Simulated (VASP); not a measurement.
Wanted: the native input for a VASP 6.6.1 run.

* Task: single point
* Functional: PBE
* Potentials or basis: VASP PAW PBE potentials, release 64 (C, Si)
* Cutoff: 520 eV
* k mesh: 1 × 1 × 1, shifted
* Occupations: fermi-dirac, width 0.2482 eV
* Spin: no spin polarisation
* Dipole correction: no
* Mended: yes
* Further INCAR settings: LREAL = Auto; ALGO = Normal; EDIFF = 1e-06; NBANDS = 43; ISYM = -1

The structure of Si4C11 lies in POSCAR:

```
Si4C11
1.0
    5.5684850000      0.1677970000      0.0711490000
    0.1677970000      5.4749150000     -0.0943290000
    0.0711490000     -0.0943290000      5.5837510000
C Si
11 4
Direct
   -0.0582012747      0.7558344828      0.7371174097
    0.2141521878      0.3180812809      0.6603279006
    0.6272120065      0.9853868496      0.3741218133
    0.7367994583      0.4559193000      0.0596969433
    0.8067009901      0.5320589135      0.8160304098
    0.4203539982      1.0405961301      0.3021287349
    0.0365697473      0.9378668463      0.9036622766
    0.6960059941      0.4426537980      0.6049850646
    0.3997070566      0.5071759542     -0.0043901236
    0.4310425525      0.4394091537      0.7381336989
    0.1913022871      0.1911046534      0.4258147873
    0.0774916723      0.3123021787      0.9872017390
    0.2889758111      0.8183765609      0.0729932804
    0.8536792167      0.6374783833      0.3487768842
   -0.1594177238      0.2018767564      0.4262026090
```

These files were run (other wordings do the same):

INCAR

```
SYSTEM = Si4C11
PREC = Accurate ; ENCUT = 520
EDIFF = 1E-6 ; ISMEAR = -1
SIGMA = 0.2482 ; LREAL = Auto
LASPH = .TRUE. ; NELM = 120
ALGO = Normal ; ISIF = 2
LWAVE = .FALSE. ; LCHARG = .FALSE.
GGA = PE ; ISYM = -1
NBANDS = 43 ; GGA_COMPAT = .FALSE.
```

KPOINTS

```
explicit points
1
Reciprocal
  0.25000000   0.25000000   0.25000000 1
```

Potentials or basis: VASP PAW PBE potentials, release 64 (C, Si).

The run is started by

```bash
$ cat potpaw_PBE.64/C/POTCAR potpaw_PBE.64/Si/POTCAR > POTCAR
$ mpirun -np 1 vasp_std > vasp.out
```

It gave:

The pressure is -5.8 GPa and the largest force is 9.433 eV/Å.

Caveat: the atoms stand as in a frame of molecular dynamics.

Run time: 11 s on 1 thread of Intel(R) Xeon(R) 6975P-C (Granite Rapids), with other jobs on the host, peak memory 0.24 GiB.
